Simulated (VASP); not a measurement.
Set up this calculation in VASP 6.6.1, as the native input.

| Quantity | Value |
| --- | --- |
| Task | relaxation of cell and atoms |
| Functional | PBE |
| Potentials or basis | VASP PAW PBE potentials, release 64 (Zr_sv, C_h) |
| Cutoff | 1300 eV |
| k mesh | 6 × 6 × 6 |
| Occupations | gaussian, width 0.1 eV |
| Spin | no spin polarisation |
| Dipole correction | no |
| Further INCAR settings | ALGO = Normal; EDIFF = 1e-07; IBRION = 2; EDIFFG = -0.04; NSW = 90; ISIF = 3 |

The structure of ZrC lies in POSCAR:

```
ZrC
1.0
    3.5828223100      0.0000000000      0.0000000000
    0.0000000000      3.5828223100      0.0000000000
    0.0000000000      0.0000000000      2.6597072200
Zr C
1 1
Direct
    0.5000000000      0.5000000000      0.0000000000
    0.0000000000      0.0000000000      0.0000000000
```

The cell was generated, and may not be a known phase.

These files were run (other wordings do the same):

INCAR

```
SYSTEM = ZrC
ALGO = Normal ; EDIFF = 1E-7
EDIFFG = -0.04 ; ENCUT = 1300
GGA = PE ; GGA_COMPAT = .FALSE.
IBRION = 2 ; ISIF = 3
ISMEAR = 0 ; LASPH = .TRUE.
LCHARG = .FALSE. ; LREAL = .FALSE.
LWAVE = .FALSE. ; NELM = 120
NELMIN = 4 ; NSW = 90
PREC = Accurate ; SIGMA = 0.1
```

KPOINTS

```
k-points
0
G
  6 6 6
  0 0 0
```

Potentials or basis: VASP PAW PBE potentials, release 64 (Zr_sv, C_h).

Launch:

```console
$ cat potpaw_PBE.64/Zr_sv/POTCAR potpaw_PBE.64/C_h/POTCAR > POTCAR
$ mpirun -np 1 vasp_std > vasp.out
```

Results of the run:

```yaml
Relaxed_volume: 19.97 Å³/atom
Relaxed_cell: a = 3.186 Å, b = 3.186 Å, c = 3.935 Å, α = 90.00°, β = 90.00°, γ = 90.00°
Space_group_after_relaxing_to_0.1_Å: P4/mmm (No. 123)
Energy_gained_by_relaxing: 745.5 meV/atom
Ionic_steps: 36
Pressure_after_relaxing: -0.2 GPa
Band_gap_on_the_k_mesh: zero (bands 8 and 9 overlap by 2.05 eV)
```

Caveat: the k points lie up to 0.33 Å⁻¹ apart in the final cell, too coarse for converged energies and pressures of a metal; the volume moved by over 15 % at a fixed basis, so the end points are rough.

Run time: 17 min on 1 thread of Intel(R) Xeon(R) Platinum 8488C (Sapphire Rapids) (shared host), peak memory 0.29 GiB.
